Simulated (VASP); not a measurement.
# Si (a cell with a defect) in VASP: a series of runs, part 2 of 2

VASP 6.6.1. The steps go on from the part before.

**4. Single point, PBE**

File INCAR:

```
SYSTEM = Si
PREC = Accurate
ENCUT = 520
EDIFF = 1E-7
ISMEAR = 0
SIGMA = 0.05
LREAL = Auto
LASPH = .True.
NELM = 100
ALGO = Normal
ISIF = 2
LWAVE = .False.
LCHARG = .False.
GGA = PE
NBANDS = 48
```

File KPOINTS:

```
regular mesh
0
Gamma
  2 2 2
  0 0 0
```

File POSCAR:

```
Si
1.0
    0.0000000000      5.4300000000      5.4300000000
    5.4300000000      0.0000000000      5.4300000000
    5.4300000000      5.4300000000      0.0000000000
Si
17
Direct
    0.0034192449     -0.0032748619     -0.0033023020
    0.1321925414      0.1226046961      0.1223732044
    0.0035286372     -0.0030842541      0.5025905157
    0.1247872007      0.1261216390      0.6244028545
    0.0034290976      0.5028825046     -0.0031946593
    0.1247391344      0.6244505525      0.1262058011
   -0.0000276243      0.4999926335      0.5000633517
    0.1247884899      0.6246253223      0.6244929098
    0.5007290976     -0.0001454880     -0.0009209945
    0.6230632597      0.1226665746      0.1224906998
    0.4970353591     -0.0030773481      0.5026830571
    0.6232900552      0.1230786372      0.6304629834
    0.4970074586      0.5029210866     -0.0031348987
    0.6231117864      0.6312742173      0.1226753223
    0.4970052486      0.5032212707      0.5028310313
    0.6260867403      0.6246489871      0.6245506446
    0.7507069061      0.2498575506      0.2491151934
```

Potentials or basis: VASP PAW PBE potentials, release 64 (Si).

The run is started by

```
cat potpaw_PBE.64/Si/POTCAR > POTCAR
mpirun -np 1 vasp_std > vasp.out
```

OUTCAR:

```text
SYSTEM = Si
   PREC = Accurate
   ENCUT = 520
   EDIFF = 1E-7
   ISMEAR = 0
   LREAL = Auto
   LASPH = .True.
   NELM = 100
   ISIF = 2
   GGA = PE

 ion  position               nearest neighbor table
   1  0.003  0.997  0.997-   6 2.33   4 2.33   2 2.38  10 2.38  17 2.75
   2  0.132  0.123  0.122-   9 2.31   3 2.38   5 2.38   1 2.38  17 2.39
   3  0.004  0.997  0.503-   4 2.33   8 2.33   2 2.38  12 2.38  17 2.75
   4  0.125  0.126  0.624-  11 2.33   3 2.33   1 2.33   7 2.34
   5  0.003  0.503  0.997-   6 2.33   8 2.33   2 2.38  14 2.38  17 2.75
   6  0.125  0.624  0.126-  13 2.33   1 2.33   5 2.33   7 2.34
   7  1.000  0.500  0.500-   6 2.34   4 2.34   8 2.34  16 2.34
   8  0.125  0.625  0.624-  15 2.33   3 2.33   5 2.33   7 2.34
   9  0.501  1.000  0.999-   2 2.31  10 2.31  14 2.31  12 2.31
[... 616 lines left out ...]

 VOLUME and BASIS-vectors are now :
 -----------------------------------------------------------------------------
  energy-cutoff  :      520.00
  volume of cell :      320.21
      direct lattice vectors                 reciprocal lattice vectors
     0.000000000  5.430000000  5.430000000    -0.092081031  0.092081031  0.092081031
     5.430000000  0.000000000  5.430000000     0.092081031 -0.092081031  0.092081031
     5.430000000  5.430000000  0.000000000     0.092081031  0.092081031 -0.092081031

 POSITION                                       TOTAL-FORCE (eV/Angst)
 -----------------------------------------------------------------------------------
     10.82429      5.43063      5.43078         0.015430     -0.002483     -0.000577
      1.33023      1.38229      1.38355         0.004303     -0.005629     -0.005037
      8.14232      2.74823      5.43241         0.001516     -0.016583     -0.002441
      4.07535      4.06810      1.36243         0.014984     -0.012982      0.011334
      8.14330      5.43127      2.74927        -0.000229     -0.002931     -0.014176
      4.07606      1.36263      4.06810         0.012611      0.011328     -0.012201
[... 9 lines left out ...]
      6.78315      6.79096      6.79149        -0.011761      0.016675      0.014266
      2.70942      5.42903      5.43306        -0.002215     -0.000430      0.000871
 -----------------------------------------------------------------------------------
    total drift:                               -0.001219     -0.002561     -0.001446

  FREE ENERGIE OF THE ION-ELECTRON SYSTEM (eV)
  ---------------------------------------------------
  free  energy   TOTEN  =       -87.9958145467 eV

  energy  without entropy=      -87.9858915908  energy(sigma->0) =      -87.99085307
```

OSZICAR:

```text
N       E                     dE             d eps       ncg     rms          rms(c)
DAV:   1     0.164524174112E+03    0.16452E+03   -0.26112E+04   768   0.117E+03
DAV:   2    -0.742474298530E+02   -0.23877E+03   -0.22580E+03   928   0.171E+02
DAV:   3    -0.892769365720E+02   -0.15030E+02   -0.14597E+02   984   0.375E+01
DAV:   4    -0.896002431218E+02   -0.32331E+00   -0.32196E+00   952   0.680E+00
DAV:   5    -0.896080431968E+02   -0.78001E-02   -0.77970E-02   936   0.102E+00    0.146E+01
DAV:   6    -0.884545560913E+02    0.11535E+01   -0.85645E-01   896   0.277E+00    0.888E+00
DAV:   7    -0.879861755477E+02    0.46838E+00   -0.12355E+00   888   0.326E+00    0.810E-01
DAV:   8    -0.879932133070E+02   -0.70378E-02   -0.59462E-02   888   0.879E-01    0.415E-01
DAV:   9    -0.879947825268E+02   -0.15692E-02   -0.55730E-03   904   0.254E-01    0.187E-01
DAV:  10    -0.879956217301E+02   -0.83920E-03   -0.97243E-04   888   0.108E-01    0.811E-02
DAV:  11    -0.879958013691E+02   -0.17964E-03   -0.22090E-04   912   0.550E-02    0.173E-02
DAV:  12    -0.879958123066E+02   -0.10938E-04   -0.13662E-05   936   0.137E-02    0.804E-03
DAV:  13    -0.879958145797E+02   -0.22731E-05   -0.35564E-06   912   0.657E-03    0.172E-03
DAV:  14    -0.879958145467E+02    0.33080E-07   -0.22394E-07   744   0.178E-03
   1 F= -.87995815E+02 E0= -.87990853E+02  d E =-.992296E-02
```

Run time: 2.8 min. Hardware: 1 thread of Intel Xeon Platinum 8488C (Sapphire Rapids), shared host; peak memory 0.46 GiB.

Results:

* Free energy: -87.9958 eV
* Pressure: 5.3 GPa
* Largest force: 0.025 eV/Å
* Band gap on the k mesh: zero (band 34 reaches 6.93 eV, above the bottom of band 35 at 6.67 eV)

Forces on the atoms (eV/Å):
```
Si   0.015 -0.002 -0.001
Si   0.004 -0.006 -0.005
Si   0.002 -0.017 -0.002
Si   0.015 -0.013  0.011
Si   0.000 -0.003 -0.014
Si   0.013  0.011 -0.012
Si  -0.001  0.000  0.001
Si  -0.010 -0.014 -0.016
Si  -0.002  0.000  0.001
Si   0.001  0.003  0.003
Si   0.000  0.002  0.019
Si   0.005  0.008 -0.006
Si  -0.002  0.015  0.003
Si  -0.001 -0.001  0.002
Si  -0.024  0.001  0.001
Si  -0.012  0.017  0.014
Si  -0.002  0.000  0.001
```

Levels at points of the mesh, in eV from the Fermi level:
```csv
k point,band 30,band 31,band 32,band 33,band 34,band 35,band 36,band 37,band 38,band 39
"(0.00, 0.00, 0.00)",-1.75,-0.82,-0.82,-0.82,-0.24,-0.24,-0.23,0.09,0.09,0.41
"(0.50, 0.00, 0.00)",-1.58,-1.57,-1.43,-1.43,-0.34,0.54,0.54,0.90,0.90,1.29
"(0.00, 0.50, 0.00)",-1.58,-1.57,-1.43,-1.43,-0.35,0.54,0.54,0.90,0.90,1.29
"(0.00, 0.00, 0.50)",-1.58,-1.58,-1.43,-1.43,-0.35,0.54,0.54,0.90,0.90,1.29
"(0.50, 0.50, 0.50)",-1.58,-1.57,-1.43,-1.43,-0.35,0.54,0.54,0.90,0.90,1.29
"(0.50, 0.50, 0.00)",-2.02,-2.02,-1.89,-0.99,0.02,0.72,1.02,1.03,1.15,1.90
"(0.00, 0.50, 0.50)",-2.02,-2.02,-1.89,-0.99,0.02,0.72,1.02,1.03,1.15,1.90
"(0.50, 0.00, 0.50)",-2.02,-2.02,-1.89,-0.99,0.02,0.72,1.02,1.03,1.15,1.90
```

Caveat: the k points lie up to 0.50 Å⁻¹ apart.
